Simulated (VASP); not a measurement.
Write the native input for VASP 6.6.1 that does the following.

| Quantity | Value |
| --- | --- |
| Task | single point |
| Functional | PBEsol |
| Potentials or basis | VASP PAW PBE potentials, release 64 (W_sv) |
| Cutoff | 520 eV |
| k mesh | 14 × 14 × 14 |
| Occupations | fermi-dirac, width 0.05 eV |
| Spin | no spin polarisation |
| Dipole correction | no |
| Further INCAR settings | ALGO = Normal; EDIFF = 1e-07; NBANDS = 13 |

The structure of W lies in POSCAR:

```
W
1.0
    0.0000000000      2.0567135898      2.0567135898
    2.0567135898      0.0000000000      2.0567135898
    2.0567135898      2.0567135898      0.0000000000
W
1
Direct
    0.0000000000      0.0000000000      0.0000000000
```

This isn't the form of W at room conditions, which is bcc.

These files were run (other wordings do the same):

INCAR

```
SYSTEM = W
PREC = Accurate ; ENCUT = 520
EDIFF = 1E-7 ; ISMEAR = -1
SIGMA = 0.05 ; LREAL = .False.
LASPH = .True. ; NELM = 60
ALGO = Normal ; ISIF = 2
LWAVE = .False. ; LCHARG = .False.
GGA = PS ; NBANDS = 13
```

KPOINTS

```
Automatic mesh
0
Gamma
  14 14 14
  0 0 0
```

Potentials or basis: VASP PAW PBE potentials, release 64 (W_sv).

Run with:

```bash
$ cat potpaw_PBE.64/W_sv/POTCAR > POTCAR
$ mpirun -np 1 vasp_std > vasp.out
```

It gave:

The pressure is -21.3 GPa and the band gap on the k mesh is zero (bands 7 and 8 overlap by 3.26 eV).

Caveat: the cell stands under tension; the PAW data sets were made with another functional, which shifts forces and pressure a little; spin-orbit coupling is left out, which moves the levels of the heavy elements.

Wall time 27 s on 1 thread of Intel Xeon 8259CL, on a shared host, peak memory 0.15 GiB.
